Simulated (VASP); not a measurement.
Set up this calculation in VASP 6.6.1, as the native input.

- Task: single point
- Functional: PBEsol
- Potentials or basis: VASP PAW PBE potentials, release 64 (N, Ti_sv, H)
- Cutoff: 520 eV
- k mesh: 12 × 12 × 1
- Occupations: gaussian, width 0.1 eV
- Spin: no spin polarisation
- Dipole correction: yes
- Further INCAR settings: ALGO = Normal; EDIFF = 1e-07; NBANDS = 44

The structure of Ti4HN4 lies in POSCAR:

```
Ti4HN4
1.0
    2.9726300472      0.0000000000      0.0000000000
   -1.4863150236      2.5743731369      0.0000000000
    0.0000000000      0.0000000000     27.4949979446
N Ti H
4 4 1
Direct
    0.3333333333      0.6666666667      0.3091471408
    0.0000000000      0.0000000000      0.3974229164
    0.6668469444      0.3331530556      0.4861372214
    0.3337256453      0.6662743547      0.5748695276
    0.6666666667      0.3333333333      0.3532850285
    0.3333333333      0.6666666667      0.4415608042
    0.0003059552     -0.0003059552      0.5309617219
    0.6671168058      0.3328831942      0.6155673323
    0.0005215468     -0.0005215468      0.6514901889
```

These files were run (other wordings do the same):

INCAR

```
PREC = Accurate
ENCUT = 520
EDIFF = 1E-7
ISMEAR = 0
SIGMA = 0.1
LREAL = F
LASPH = T
NELM = 60
ALGO = Normal
ISIF = 2
LWAVE = F
LCHARG = F
LDIPOL = T
IDIPOL = 3
DIPOL = 0.5 0.5 0.484
GGA = PS
NBANDS = 44
```

KPOINTS

```
regular mesh
0
Gamma
  12 12 1
```

Potentials or basis: VASP PAW PBE potentials, release 64 (N, Ti_sv, H).

The run is started by

```bash
$ cat potpaw_PBE.64/N/POTCAR potpaw_PBE.64/Ti_sv/POTCAR potpaw_PBE.64/H/POTCAR > POTCAR
$ mpirun -np 1 vasp_std > vasp.out
```

Results of the run:

```yaml
Largest_force: 5.705 eV/Å
Band_gap_on_the_k_mesh: zero (an odd number of electrons rules out a gap without spin polarisation)
```

Caveat: the PAW data sets were made with another functional, which shifts forces and pressure a little.

Wall time 7.7 min on 1 thread of Intel(R) Xeon(R) 6975P-C (Granite Rapids), with other jobs on the host, peak memory 0.54 GiB.
